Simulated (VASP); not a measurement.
Write the native input for VASP 6.6.1 that does the following.

| Property | Result |
| --- | --- |
| Task | single point |
| Functional | PBE |
| Potentials or basis | VASP PAW PBE potentials, release 64 (Cu, O) |
| Cutoff | 520 eV |
| k mesh | 9 × 4 × 4 |
| Occupations | methfessel-paxton, width 0.3 eV |
| Spin | collinear spin, ferromagnetic start |
| Starting moments | [0.2, 0.2, 0.2] μB |
| Dipole correction | no |
| Further INCAR settings | ALGO = Normal; EDIFF = 1e-06; NBANDS = 22 |

The structure of CuO2 lies in POSCAR:

```
CuO2
1.0
    2.4212910000      0.0000000000      0.0000000000
    0.0000000000      6.4459520000      0.0000000000
    0.0000000000      0.0000000000      7.0670430000
Cu O
1 2
Direct
    0.0000000000      0.5000000000      0.0000000000
    0.0000000000      0.5000000000      0.4124350000
    0.0000000000      0.5000000000      0.5875650000
```

The input as run:

INCAR

```
PREC = Accurate
ENCUT = 520
EDIFF = 1E-6
ISMEAR = 1
SIGMA = 0.3
LREAL = False
LASPH = True
NELM = 150
ALGO = Normal
ISIF = 2
LWAVE = False
LCHARG = False
ISPIN = 2
MAGMOM = 0.2 0.2 0.2
LORBIT = 11
LMAXMIX = 4
GGA = PE
NBANDS = 22
```

KPOINTS

```
regular mesh
0
Gamma
  9 4 4
```

Potentials or basis: VASP PAW PBE potentials, release 64 (Cu, O).

The run is started by

```console
$ cat potpaw_PBE.64/Cu/POTCAR potpaw_PBE.64/O/POTCAR > POTCAR
$ mpirun -np 1 vasp_std > vasp.out
```

Results of the run:

- Pressure: -0.8 GPa
- Largest force: 0.399 eV/Å
- Net moment: 0.00 μB per cell
- Valence electrons inside the program's atomic spheres: Cu 9.80; O 4.89

Caveat: the standard files for N, O and F lose accuracy on very short bonds.

Wall time 2.4 min on 1 thread of Intel(R) Xeon(R) 6975P-C (Granite Rapids) (shared host), peak memory 0.35 GiB.
